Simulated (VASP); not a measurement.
# BC7 in VASP: a series of runs, part 2 of 2

VASP 6.6.1.

### Step 4. Single point, PBE

This run uses another cell than the first one, of 6.11 Å³/atom, 1.062 times its volume.

Input file INCAR:

```
PREC = Accurate
ENCUT = 520
EDIFF = 1E-6
ISMEAR = 0
SIGMA = 0.02
LREAL = False
LASPH = True
NELM = 80
ALGO = Normal
ISIF = 2
LWAVE = False
LCHARG = False
GGA = PE
NBANDS = 26
```

Input file KPOINTS:

```
Automatic mesh
0
Gamma
  9 9 9
```

Input file POSCAR:

```
BC7
1.0
    3.6559984302      0.0000000000      0.0000000000
    0.0000000000      3.6559984302      0.0000000000
    0.0000000000      0.0000000000      3.6559984302
C B
7 1
Direct
    0.2547790000      0.2547790000      0.2547790000
    0.2547790000      0.7452210000      0.7452210000
    0.7452210000      0.2547790000      0.7452210000
    0.7452210000      0.7452210000      0.2547790000
    0.5000000000      0.0000000000      0.5000000000
    0.5000000000      0.5000000000      0.0000000000
    0.0000000000      0.5000000000      0.5000000000
    0.0000000000      0.0000000000      0.0000000000
```

Potentials or basis: VASP PAW PBE potentials, release 64 (C, B).

The run is started by

```
$ cat potpaw_PBE.64/C/POTCAR potpaw_PBE.64/B/POTCAR > POTCAR
$ mpirun -np 1 vasp_std > vasp.out
```

OUTCAR:

```text
PREC = Accurate
   ENCUT = 520
   EDIFF = 1E-6
   ISMEAR = 0
   LREAL = False
   LASPH = True
   NELM = 80
   ISIF = 2
   GGA = PE

 ion  position               nearest neighbor table
   1  0.255  0.255  0.255-   5 1.57   6 1.57   7 1.57   8 1.61
   2  0.255  0.745  0.745-   5 1.57   6 1.57   7 1.57   8 1.61
   3  0.745  0.255  0.745-   5 1.57   6 1.57   7 1.57   8 1.61
   4  0.745  0.745  0.255-   5 1.57   6 1.57   7 1.57   8 1.61
   5  0.500  0.000  0.500-   1 1.57   2 1.57   3 1.57   4 1.57
   6  0.500  0.500  0.000-   1 1.57   2 1.57   3 1.57   4 1.57
   7  0.000  0.500  0.500-   1 1.57   2 1.57   3 1.57   4 1.57
   8  0.000  0.000  0.000-   1 1.61   2 1.61   3 1.61   4 1.61

  LATTYP: Found a simple cubic cell.
 ALAT       =     3.6559984302

  Lattice vectors:

 A1 = (   3.6559984302,   0.0000000000,   0.0000000000)
 A2 = (   0.0000000000,   3.6559984302,   0.0000000000)
 A3 = (   0.0000000000,   0.0000000000,   3.6559984302)

Analysis of symmetry for initial positions (statically):
=====================================================================
 Subroutine PRICEL returns:
 Original cell was already a primitive cell.

 Routine SETGRP: Setting up the symmetry group for a
 simple cubic supercell.

 Subroutine GETGRP returns: Found 24 space group operations
 (whereof 24 operations were pure point group operations)
 out of a pool of 48 trial point group operations.

The static configuration has the point symmetry T_d .

Analysis of symmetry for dynamics (positions and initial velocities):
=====================================================================
 Subroutine PRICEL returns:
 Original cell was already a primitive cell.

 Routine SETGRP: Setting up the symmetry group for a
[... 134 lines left out ...]
   EFERMI_NEDOS =   21; number of points for ismear=-14 and -15
   IALGO  =     38    algorithm
   IMIX   =      4    mixing-type and parameters
     AMIX     =   0.40;   BMIX     =  1.00
     AMIX_MAG =   1.60;   BMIX_MAG =  1.00
  volume/ion in A,a.u.               =       6.11        41.22
  Fermi-wavevector in a.u.,A,eV,Ry     =   1.406661  2.658204 26.921776  1.978695
  Thomas-Fermi vector in A             =   2.528999
   LORBIT       =      0    0 simple, 1 ext, 2 COOP (PROOUT), +10 PAW based schemes
   GGA     = PE    functional components
   LHFCALC =     F    Hartree Fock is set to
   AEXX    =    0.0000 exact exchange contribution
   IVDW    =     0    specifies the selected vdW correction
   LEPSILON=     F    determine dielectric tensor
   LRPA    =     F    only Hartree local field effects (RPA)
 non-spin polarized calculation
 Gauss-broadening in eV      SIGMA  =   0.02
  energy-cutoff  :      520.00
  volume of cell :       48.87
 maximum number of plane-waves:      1357
 NGX is ok and might be reduce to    28

 number of electron      30.9999997 magnetization

 Free energy of the ion-electron system (eV)
  ---------------------------------------------------
  ext. energy  EPLUGINS =         0.00000000
  ---------------------------------------------------
  free energy    TOTEN  =       -69.14338705 eV

  energy without entropy =      -69.14295487  energy(sigma->0) =      -69.14317096

 E-fermi :   7.5725     XC(G=0): -12.8366

 val. band max:        7.5489168619   @ k =   0.3333   0.2222   0.2222
 cond. band min:       7.5792915933   @ k =   0.3333   0.1111   0.1111
 fundamental gap:      0.0303747314
 Fermi energy:         7.5725026496

 k-point     1 :       0.0000    0.0000    0.0000
  band No.  band energies     occupation
      1     -11.7526      2.00000
      2      -4.0408      2.00000
      3      -4.0408      2.00000
      4      -3.6426      2.00000
      5      -3.6426      2.00000
      6      -3.6426      2.00000
[... 685 lines left out ...]
     25      19.2372      0.00000
     26      20.4365      0.00000

 [... further k-points ...]
[... 5 lines left out ...]
  --------------------------------------------------------------------------------------
  -------------------------------------------------------------------------------------
  Total       -3.2683018     -3.2683018     -3.2683018      0.0000000     -0.0000000      0.0000000
  in kB     -107.1555674   -107.1555674   -107.1555674      0.0000000     -0.0000000      0.0000000
  external PRESSURE =    -107.1555674 kB  Pullay stress =       0.0000000 kB

 VOLUME and BASIS-vectors are now :
 -----------------------------------------------------------------------------
  energy-cutoff  :      520.00
  volume of cell :       48.87
      direct lattice vectors                 reciprocal lattice vectors
     3.655998430  0.000000000  0.000000000     0.273523093  0.000000000  0.000000000
     0.000000000  3.655998430  0.000000000     0.000000000  0.273523093  0.000000000
     0.000000000  0.000000000  3.655998430     0.000000000  0.000000000  0.273523093

 POSITION                                       TOTAL-FORCE (eV/Angst)
 -----------------------------------------------------------------------------------
      0.93147      0.93147      0.93147        -0.016591     -0.016591     -0.016591
      0.93147      2.72453      2.72453        -0.016591      0.016591      0.016591
      2.72453      0.93147      2.72453         0.016591     -0.016591      0.016591
      2.72453      2.72453      0.93147         0.016591      0.016591     -0.016591
      1.82800      0.00000      1.82800        -0.000000     -0.000000      0.000000
      1.82800      1.82800      0.00000        -0.000000      0.000000      0.000000
      0.00000      1.82800      1.82800        -0.000000     -0.000000     -0.000000
      0.00000      0.00000      0.00000        -0.000000      0.000000     -0.000000
 -----------------------------------------------------------------------------------
    total drift:                               -0.000000     -0.000000     -0.000000

  FREE ENERGIE OF THE ION-ELECTRON SYSTEM (eV)
  ---------------------------------------------------
  free  energy   TOTEN  =       -69.1433870501 eV

  energy  without entropy=      -69.1429548700  energy(sigma->0) =      -69.14317096
```

OSZICAR:

```text
N       E                     dE             d eps       ncg     rms          rms(c)
DAV:   1     0.673632964428E+02    0.67363E+02   -0.15984E+04  1820   0.115E+03
DAV:   2    -0.662734931991E+02   -0.13364E+03   -0.12644E+03  2474   0.226E+02
DAV:   3    -0.713281548418E+02   -0.50547E+01   -0.50118E+01  2414   0.383E+01
DAV:   4    -0.713721529399E+02   -0.43998E-01   -0.43935E-01  2278   0.405E+00
DAV:   5    -0.713728314587E+02   -0.67852E-03   -0.67794E-03  2370   0.470E-01    0.101E+01
DAV:   6    -0.696602083343E+02    0.17126E+01   -0.13286E+00  2096   0.653E+00    0.591E+00
DAV:   7    -0.691382543926E+02    0.52195E+00   -0.11086E+00  2222   0.573E+00    0.166E+00
DAV:   8    -0.691420161773E+02   -0.37618E-02   -0.41678E-02  2346   0.123E+00    0.619E-01
DAV:   9    -0.691433246923E+02   -0.13085E-02   -0.34279E-03  2212   0.372E-01    0.551E-02
DAV:  10    -0.691433558836E+02   -0.31191E-04   -0.15037E-04  2324   0.749E-02    0.242E-02
DAV:  11    -0.691433834043E+02   -0.27521E-04   -0.30351E-05  2136   0.345E-02    0.800E-03
DAV:  12    -0.691433869091E+02   -0.35048E-05   -0.42658E-06  2328   0.146E-02    0.257E-03
DAV:  13    -0.691433870501E+02   -0.14104E-06   -0.67077E-07  1362   0.542E-03
   1 F= -.69143387E+02 E0= -.69143171E+02  d E =-.432180E-03
```

stdout:

```text
POSCAR found type information on POSCAR C B
 POSCAR found :  2 types and       8 ions
 scaLAPACK will be used
 LDA part: xc-table for (Slater+PW92), standard interpolation
 POSCAR, INCAR and KPOINTS ok, starting setup
 FFT: planning ... GRIDC
 FFT: planning ... GRID_SOFT
 FFT: planning ... GRID
 WAVECAR not read
 entering main loop
```

It took 42 s on 1 thread of AMD EPYC 7R13 (Zen 3), shared host; peak memory 0.13 GiB.

What came out:

```yaml
Free_energy: -69.1434 eV
Pressure: -10.7 GPa
Largest_force: 0.029 eV/Å
```

Forces in eV/Å, atoms in the order of the input:
```
C   -0.017 -0.017 -0.017
C   -0.017  0.017  0.017
C    0.017 -0.017  0.017
C    0.017  0.017 -0.017
C    0.000  0.000  0.000
C    0.000  0.000  0.000
C    0.000  0.000  0.000
B    0.000  0.000  0.000
```

### Step 5. Single point, PBE

This run uses another cell than the first one, of 5.93 Å³/atom, 1.031 times its volume.

Input file INCAR:

```
SYSTEM = BC7
PREC     = Accurate       ! precision mode
ENCUT    = 520            ! plane-wave cutoff, eV
EDIFF    = 1E-7           ! SCF threshold, eV
ISMEAR   = 0              ! smearing method
SIGMA    = 0.02           ! smearing width, eV
LREAL    = .False.        ! projectors in reciprocal space
LASPH    = .True.         ! aspherical terms in the spheres
NELM     = 80             ! most SCF steps
ALGO     = Normal         ! electronic algorithm
ISIF     = 2              ! what is computed and relaxed
LWAVE    = .False.        ! write WAVECAR
LCHARG   = .True.         ! write CHGCAR
GGA      = PE             ! functional
LELF     = .True.         ! ELF
LVHAR    = .True.       
NBANDS   = 26             ! bands
```

Input file KPOINTS:

```
regular mesh
0
Gamma
  9 9 9
  0 0 0
```

Input file POSCAR:

```
BC7
1.0
    3.6201530000      0.0000000000      0.0000000000
    0.0000000000      3.6201530000      0.0000000000
    0.0000000000      0.0000000000      3.6201530000
C B
7 1
Direct
    0.2547790000      0.2547790000      0.2824021419
    0.2547790000      0.7452210000      0.7452210000
    0.7452210000      0.2547790000      0.7452210000
    0.7452210000      0.7452210000      0.2547790000
    0.5000000000      0.0000000000      0.5000000000
    0.5000000000      0.5000000000      0.0000000000
    0.0000000000      0.5000000000      0.5000000000
    0.0000000000      0.0000000000      0.0000000000
```

The run is started by

```
$ cat potpaw_PBE.64/C/POTCAR potpaw_PBE.64/B/POTCAR > POTCAR
$ mpirun -np 1 vasp_std > vasp.out
```

It took 3.9 min on 1 thread of AMD EPYC 7R13 (Zen 3), shared host; peak memory 0.26 GiB.

It converged, with:

* Free energy: -69.0215 eV
* Pressure: 1.2 GPa
* Largest force: 3.350 eV/Å

Forces in eV/Å, atoms in the order of the input:
```
C   -0.061 -0.061 -3.349
C   -0.012  0.109  0.885
C    0.109 -0.012  0.885
C    0.012  0.012 -0.034
C    0.230 -0.315  0.614
C   -0.151 -0.151  0.213
C   -0.315  0.230  0.614
B    0.189  0.189  0.171
```

Stress tensor (GPa, compression positive):
```
 0.65 -1.43 -0.09
-1.43  0.65 -0.09
-0.09 -0.09  2.17
```

Levels at points of the mesh, in eV from the Fermi level:
```tsv
k point	band 12	band 13	band 14	band 15	band 16	band 17	band 18	band 19	band 20	band 21
(0.00, 0.00, 0.00)	-4.42	-4.30	1.21	1.49	1.83	5.07	5.41	5.49	5.71	6.04
```

Caveat: forces of over 1 eV/Å act on the atoms, so gaps and moduli don't describe the material at rest.

### Step 6. Overview

| cell | gap on the mesh (eV) | pressure (GPa) | largest force (eV/Å) |
| --- | --- | --- | --- |
| a = 3.584 Å, 8 atoms | none | 12.8 | 0.03 |
| a = 3.620 Å, 8 atoms | none | 1.2 | 3.35 |
| a = 3.656 Å, 8 atoms | none | -10.7 | 0.03 |

Some of these runs hold the atoms at other places in the same cell, which the table doesn't show; runs alike in all that it shows share one row.

Alike in all rows: task single point; level PBE; potentials or basis VASP PAW PBE potentials, release 64 (C, B); no spin polarisation; k mesh 9 × 9 × 9; cutoff (eV) 520; smearing gaussian 0.02 eV.

Caveats: forces of over 1 eV/Å act on the atoms, so gaps and moduli don't describe the material at rest (some runs).

Absolute energies hang on the potentials; compare differences alone.
